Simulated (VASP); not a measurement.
# In8SbAs7 (F-43m) in VASP: further runs, part 2 of 2

VASP 6.6.1. The steps go on from the part before.

### 3 Single point, PBEsol

This run uses another cell than the first one, of 29.01 Å³/atom.

File INCAR:

```
  PREC = Accurate
  ENCUT = 500
  EDIFF = 1E-6
  ISMEAR = 0
  SIGMA = 0.1
  LREAL = False
  LASPH = True
  NELM = 120
  ALGO = Normal
  ISIF = 2
  LWAVE = False
  LCHARG = False
  GGA = PS
  NBANDS = 86
  GGA_COMPAT = False
```

File KPOINTS:

```
Automatic mesh
0
Gamma
  4 4 4
```

File POSCAR:

```
In8SbAs7
1.0
   -6.1454980362      0.0000000000      6.1454980362
   -6.1454980362     -6.1454980362      0.0000000000
    0.0000000000     -6.1454980362      6.1454980362
In Sb As
8 1 7
Direct
   -0.0044379479      0.5133138436     -0.0044379479
   -0.0044379479     -0.0044379479     -0.0044379479
   -0.0010124435      0.5003374812      0.5003374812
   -0.0044379479     -0.0044379479      0.5133138436
    0.5003374812      0.5003374812     -0.0010124435
    0.5133138436     -0.0044379479     -0.0044379479
    0.5003374812      0.5003374812      0.5003374812
    0.5003374812     -0.0010124435      0.5003374812
    0.1250000000      0.1250000000      0.1250000000
    0.1254848120      0.6245151880      0.1254848120
    0.1254848120      0.1254848120      0.6245151880
    0.1254848120      0.6245151880      0.6245151880
    0.6245151880      0.1254848120      0.1254848120
    0.6245151880      0.6245151880      0.1254848120
    0.6245151880      0.1254848120      0.6245151880
    0.6250000000      0.6250000000      0.6250000000
```

Potentials or basis: VASP PAW PBE potentials, release 64 (In_d, Sb, As).

Started as:

```
$ cat potpaw_PBE.64/In_d/POTCAR potpaw_PBE.64/Sb/POTCAR potpaw_PBE.64/As/POTCAR > POTCAR
$ mpirun -np 1 vasp_std > vasp.out
```

OUTCAR:

```text
PREC = Accurate
   ENCUT = 500
   EDIFF = 1E-6
   ISMEAR = 0
   LREAL = False
   LASPH = True
   NELM = 120
   ISIF = 2
   GGA = PS

 ion  position               nearest neighbor table
   1  0.996  0.513  0.996-  12 2.63  14 2.63  10 2.63   9 2.76
   2  0.996  0.996  0.996-  10 2.63  11 2.63  13 2.63   9 2.76
   3  0.999  0.500  0.500-  16 2.65  12 2.66  10 2.66  11 2.66
   4  0.996  0.996  0.513-  12 2.63  15 2.63  11 2.63   9 2.76
   5  0.500  0.500  0.999-  16 2.65  14 2.66  10 2.66  13 2.66
   6  0.513  0.996  0.996-  14 2.63  15 2.63  13 2.63   9 2.76
[... 8 lines left out ...]
  15  0.625  0.125  0.625-   4 2.63   6 2.63   8 2.66   7 2.66
  16  0.625  0.625  0.625-   7 2.65   5 2.65   3 2.65   8 2.65

  LATTYP: Found a face centered cubic cell.
 ALAT       =    12.2909960724

  Lattice vectors:

 A1 = (  -6.1454980362,   0.0000000000,   6.1454980362)
 A2 = (  -6.1454980362,  -6.1454980362,   0.0000000000)
 A3 = (   0.0000000000,  -6.1454980362,   6.1454980362)

Analysis of symmetry for initial positions (statically):
=====================================================================
 Subroutine PRICEL returns:
 Original cell was already a primitive cell.

 Routine SETGRP: Setting up the symmetry group for a
 face centered cubic supercell.

 Subroutine GETGRP returns: Found 24 space group operations
 (whereof  6 operations were pure point group operations)
 out of a pool of 48 trial point group operations.

The static configuration has the point symmetry C_3v.
 The point group associated with its full space group is T_d .

Analysis of symmetry for dynamics (positions and initial velocities):
=====================================================================
 Subroutine PRICEL returns:
 Original cell was already a primitive cell.

 Routine SETGRP: Setting up the symmetry group for a
 face centered cubic supercell.

 Subroutine GETGRP returns: Found 24 space group operations
 (whereof  6 operations were pure point group operations)
 out of a pool of 48 trial point group operations.

The dynamic configuration has the point symmetry C_3v.
 The point group associated with its full space group is T_d .

 Subroutine INISYM returns: Found 24 space group operations
 (whereof  6 operations are pure point group operations),
 and found     1 'primitive' translations

----------------------------------------------------------------------------------------

                                     Primitive cell

  volume of cell :     464.1958

  direct lattice vectors                    reciprocal lattice vectors
    -6.145498036  0.000000000  6.145498036    -0.081360371  0.081360371  0.081360371
    -6.145498036 -6.145498036  0.000000000    -0.081360371 -0.081360371 -0.081360371
     0.000000000 -6.145498036  6.145498036     0.081360371 -0.081360371  0.081360371

  length of vectors
     8.691046670  8.691046670  8.691046670     0.140920296  0.140920296  0.140920296

  position of ions in fractional coordinates (direct lattice)
     0.995562052  0.513313844  0.995562052
     0.995562052  0.995562052  0.995562052
[... 62 lines left out ...]
  0.000000  0.000000  0.000000      1.000000
  0.250000  0.000000  0.000000      8.000000
  0.500000  0.000000  0.000000      4.000000
  0.250000  0.250000  0.000000      6.000000
  0.500000  0.250000  0.000000     24.000000
 -0.250000  0.250000  0.000000     12.000000
  0.500000  0.500000  0.000000      3.000000
 -0.250000  0.500000  0.250000      6.000000
   k-points           NKPTS =      8   k-points in BZ     NKDIM =      8   number of bands    NBANDS=     86
   number of dos      NEDOS =    301   number of ions     NIONS =     16
   total plane-waves  NPLWV = 262144
   dimension x,y,z NGX =    64 NGY =   64 NGZ =   64
   dimension x,y,z NGXF=   128 NGYF=  128 NGZF=  128
   ions per type =               8   1   7
   NGX,Y,Z   is equivalent  to a cutoff of  12.24, 12.24, 12.24 a.u.
   NGXF,Y,Z  is equivalent  to a cutoff of  24.48, 24.48, 24.48 a.u.
 SYSTEM =  unknown system
   PREC   = accura    normal or accurate (medium, high low for compatibility)
   ISTART =      0    job   : 0-new  1-cont  2-samecut
   ICHARG =      2    charge: 1-file 2-atom 10-const
   ISPIN  =      1    spin polarized calculation?
   LNONCOLLINEAR =      F non collinear calculations
   LSORBIT =      F    spin-orbit coupling
   LASPH  =      T    aspherical Exc in radial PAW
   ENCUT  =  500.0 eV  36.75 Ry    6.06 a.u.  15.85 15.85 15.85*2*pi/ulx,y,z
   NELM   =    120;   NELMIN=  2; NELMDL= -5     # of ELM steps
   EDIFF  = 0.1E-05   stopping-criterion for ELM
   LREAL  =      F    real-space projection
   EDIFFG = 0.1E-04   stopping-criterion for IOM
   NSW    =      0    number of steps for IOM
   IBRION =     -1    ionic relax: 0-MD 1-quasi-New 2-CG
   NFREE  =      0    steps in history (QN), initial steepest desc. (CG)
   ISIF   =      2    stress and relaxation
   ISYM   =      2    0-nonsym 1-usesym 2-fastsym
   POTIM  = 0.5000    time-step for ionic-motion
   TEBEG  =    0.0;   TEEND  =   0.0 temperature during run
   PSTRESS=    0.0 pullay stress
   NELECT =     144.0000    total number of electrons
   NUPDOWN=      -1.0000    fix difference up-down
   EMIN   =  10.00;   EMAX   =-10.00  energy-range for DOS
   EFERMI =   0.00;   METHOD = LEGACY
   ISMEAR =     0;   SIGMA  =   0.10  broadening in eV -4-tet -1-fermi 0-gaus
   EFERMI_NEDOS =   21; number of points for ismear=-14 and -15
   IALGO  =     38    algorithm
   IMIX   =      4    mixing-type and parameters
     AMIX     =   0.40;   BMIX     =  1.00
     AMIX_MAG =   1.60;   BMIX_MAG =  1.00
  volume/ion in A,a.u.               =      29.01       195.78
  Fermi-wavevector in a.u.,A,eV,Ry     =   1.108227  2.094245 16.710216  1.228166
  Thomas-Fermi vector in A             =   2.244751
   LORBIT       =      0    0 simple, 1 ext, 2 COOP (PROOUT), +10 PAW based schemes
   GGA     = PS    functional components
   LHFCALC =     F    Hartree Fock is set to
   AEXX    =    0.0000 exact exchange contribution
   IVDW    =     0    specifies the selected vdW correction
   LEPSILON=     F    determine dielectric tensor
   LRPA    =     F    only Hartree local field effects (RPA)
 non-spin polarized calculation
 Gauss-broadening in eV      SIGMA  =   0.10
  energy-cutoff  :      500.00
  volume of cell :      464.20
 maximum number of plane-waves:     11822
   NGX = 31   NGY = 31   NGZ = 31

 number of electron     143.9999999 magnetization

 Free energy of the ion-electron system (eV)
  ---------------------------------------------------
  ext. energy  EPLUGINS =         0.00000000
  ---------------------------------------------------
  free energy    TOTEN  =       -66.92693387 eV

  energy without entropy =      -66.92440985  energy(sigma->0) =      -66.92567186

 E-fermi :   4.3360     XC(G=0):  -9.1375

 val. band max:        4.3043741213   @ k =   0.0000   0.0000   0.0000
 cond. band min:       4.9241503273   @ k =   0.0000   0.0000   0.0000
 fundamental gap:      0.6197762060
 Fermi energy:         4.3359705589

 k-point     1 :       0.0000    0.0000    0.0000
  band No.  band energies     occupation
      1     -10.2613      2.00000
      2     -10.2420      2.00000
      3     -10.2420      2.00000
      4     -10.1927      2.00000
      5     -10.1927      2.00000
      6     -10.1927      2.00000
[... 685 lines left out ...]
     83       7.4330      0.00000
     84       7.6476      0.00000
 [bands above 84 left out]

------------------------ aborting loop because EDIFF is reached ----------------------------------------

  FORCE on cell =-STRESS in cart. coord.  units (eV):
  Direction    XX          YY          ZZ          XY          YZ          ZX
  --------------------------------------------------------------------------------------
  -------------------------------------------------------------------------------------
  Total        0.0451736      0.0451736      0.0451736     -0.0000000     -0.0000000      0.0000000
  in kB        0.1559172      0.1559172      0.1559172     -0.0000000     -0.0000000      0.0000000
  external PRESSURE =       0.1559172 kB  Pullay stress =       0.0000000 kB

 VOLUME and BASIS-vectors are now :
 -----------------------------------------------------------------------------
  energy-cutoff  :      500.00
  volume of cell :      464.20
      direct lattice vectors                 reciprocal lattice vectors
    -6.145498036  0.000000000  6.145498036    -0.081360371  0.081360371  0.081360371
    -6.145498036 -6.145498036  0.000000000    -0.081360371 -0.081360371 -0.081360371
     0.000000000 -6.145498036  6.145498036     0.081360371 -0.081360371  0.081360371

 POSITION                                       TOTAL-FORCE (eV/Angst)
 -----------------------------------------------------------------------------------
     -9.27279     -9.27279     12.23645         0.001440      0.001440      0.001440
    -12.23645    -12.23645     12.23645        -0.001440     -0.001440      0.001440
     -9.21410     -6.14965      9.21410        -0.001129      0.001129      0.001129
    -12.23645     -9.27279      9.27279        -0.001440      0.001440     -0.001440
     -6.14965     -9.21410      9.21410         0.001129     -0.001129      0.001129
     -9.27279    -12.23645      9.27279         0.001440     -0.001440     -0.001440
[... 8 lines left out ...]
     -4.60912     -4.60912      7.67591         0.000000      0.000000     -0.000528
     -7.68187     -7.68187      7.68187         0.000000      0.000000      0.000000
 -----------------------------------------------------------------------------------
    total drift:                               -0.000001     -0.000000      0.000000

  FREE ENERGIE OF THE ION-ELECTRON SYSTEM (eV)
  ---------------------------------------------------
  free  energy   TOTEN  =       -66.9269338651 eV

  energy  without entropy=      -66.9244098545  energy(sigma->0) =      -66.92567186
```

It took 12 min on 1 thread of Oxide Virtual Turin-like, shared host; peak memory 0.63 GiB.

Results:

```
Free energy            : -66.9269 eV
Pressure               : 0.0 GPa
Band gap on the k mesh : zero (filled and empty bands touch)
```

Forces in eV/Å, atoms in the order of the input:
```
In   0.001  0.001  0.001
In  -0.001 -0.001  0.001
In  -0.001  0.001  0.001
In  -0.001  0.001 -0.001
In   0.001 -0.001  0.001
In   0.001 -0.001 -0.001
In   0.001  0.001 -0.001
In  -0.001 -0.001 -0.001
Sb   0.000  0.000  0.000
As   0.000  0.000  0.001
As  -0.001  0.000  0.000
As   0.000  0.001  0.000
As   0.000 -0.001  0.000
As   0.001  0.000  0.000
As   0.000  0.000 -0.001
As   0.000  0.000  0.000
```

Caveat: semilocal functionals underestimate gaps, and a narrow one can read as zero; the PAW data sets were made with another functional, which shifts forces and pressure a little; spin-orbit coupling is left out, which moves the levels of the heavy elements.

### 4 Single point, PBEsol

This run uses another cell than the first one, of 28.97 Å³/atom.

File INCAR:

```
PREC = Accurate
ENCUT = 500
EDIFF = 1E-6
ISMEAR = 0
SIGMA = 0.1
LREAL = F
LASPH = T
NELM = 120
ALGO = Normal
ISIF = 2
LWAVE = F
LCHARG = T
GGA = PS
LELF = T
LVHAR = T
NBANDS = 86
GGA_COMPAT = F
```

File KPOINTS:

```
Automatic mesh
0
Gamma
  6 6 6
```

File POSCAR:

```
In8SbAs7
1.0
   -6.1426437351      0.0000000000      6.1426437351
   -6.1426437351     -6.1426437351      0.0000000000
    0.0000000000     -6.1426437351      6.1426437351
In Sb As
8 1 7
Direct
   -0.0044369573      0.5133108720     -0.0044369573
   -0.0044369573     -0.0044369573     -0.0044369573
   -0.0009372905      0.5003124302      0.5003124302
   -0.0044369573     -0.0044369573      0.5133108720
    0.5003124302      0.5003124302     -0.0009372905
    0.5133108720     -0.0044369573     -0.0044369573
    0.5003124302      0.5003124302      0.5003124302
    0.5003124302     -0.0009372905      0.5003124302
    0.1250000000      0.1250000000      0.1250000000
    0.1254778394      0.6245221606      0.1254778394
    0.1254778394      0.1254778394      0.6245221606
    0.1254778394      0.6245221606      0.6245221606
    0.6245221606      0.1254778394      0.1254778394
    0.6245221606      0.6245221606      0.1254778394
    0.6245221606      0.1254778394      0.6245221606
    0.6250000000      0.6250000000      0.6250000000
```

Started as:

```
$ cat potpaw_PBE.64/In_d/POTCAR potpaw_PBE.64/Sb/POTCAR potpaw_PBE.64/As/POTCAR > POTCAR
$ mpirun -np 1 vasp_std > vasp.out
```

It took 24 min on 1 thread of Oxide Virtual Turin-like, shared host; peak memory 0.84 GiB.

The run converged. Its results:

```
Free energy            : -66.9552 eV
Pressure               : 0.1 GPa
Largest force          : 0.007 eV/Å
Band gap on the k mesh : zero (filled and empty bands touch)
```

Forces on the atoms (eV/Å):
```
In   0.004  0.004  0.004
In  -0.004 -0.004  0.004
In   0.000  0.000  0.000
In  -0.004  0.004 -0.004
In   0.000  0.000  0.000
In   0.004 -0.004 -0.004
In   0.000  0.000  0.000
In   0.000  0.000  0.000
Sb   0.000  0.000  0.000
As   0.000  0.000  0.000
As   0.000  0.000  0.000
As   0.000  0.000  0.000
As   0.000  0.000  0.000
As   0.000  0.000  0.000
As   0.000  0.000  0.000
As   0.000  0.000  0.000
```

Levels at points of the mesh, in eV from the Fermi level:
```csv
k point,band 68,band 69,band 70,band 71,band 72,band 73,band 74,band 75,band 76,band 77
"(0.00, 0.00, 0.00)",-0.94,-0.94,-0.60,-0.06,-0.06,-0.06,0.56,0.56,0.56,0.90
"(0.50, 0.00, 0.00)",-1.73,-0.78,-0.78,-0.51,-0.51,0.80,1.03,1.90,1.94,1.94
"(0.50, 0.50, 0.00)",-1.49,-1.29,-1.18,-0.95,-0.95,1.96,1.98,2.19,2.19,2.21
```

Caveat: semilocal functionals underestimate gaps, and a narrow one can read as zero; the PAW data sets were made with another functional, which shifts forces and pressure a little; spin-orbit coupling is left out, which moves the levels of the heavy elements.

### 5 Summary

| cell | k mesh | gap on the mesh (eV) | pressure (GPa) |
| --- | --- | --- | --- |
| a = 8.614 Å, angles 60.0°, 16 atoms, atomic positions A | 4 × 4 × 4 | none | 1.7 |
| a = 8.691 Å, angles 60.0°, 16 atoms, atomic positions B | 4 × 4 × 4 | none | 0.0 |
| a = 8.687 Å, angles 60.0°, 16 atoms, atomic positions B | 6 × 6 × 6 | none | 0.1 |

Alike in all rows: task single point; level PBEsol; potentials or basis VASP PAW PBE potentials, release 64 (In_d, Sb, As); no spin polarisation; cutoff (eV) 500; smearing gaussian 0.1 eV.

Caveats: semilocal functionals underestimate gaps, and a narrow one can read as zero; the PAW data sets were made with another functional, which shifts forces and pressure a little; spin-orbit coupling is left out, which moves the levels of the heavy elements.

Total energies depend on the potentials used, so only differences within one code and one set of settings carry meaning.

The gap in the log of VASP goes by the Fermi energy; the results here count the filled bands.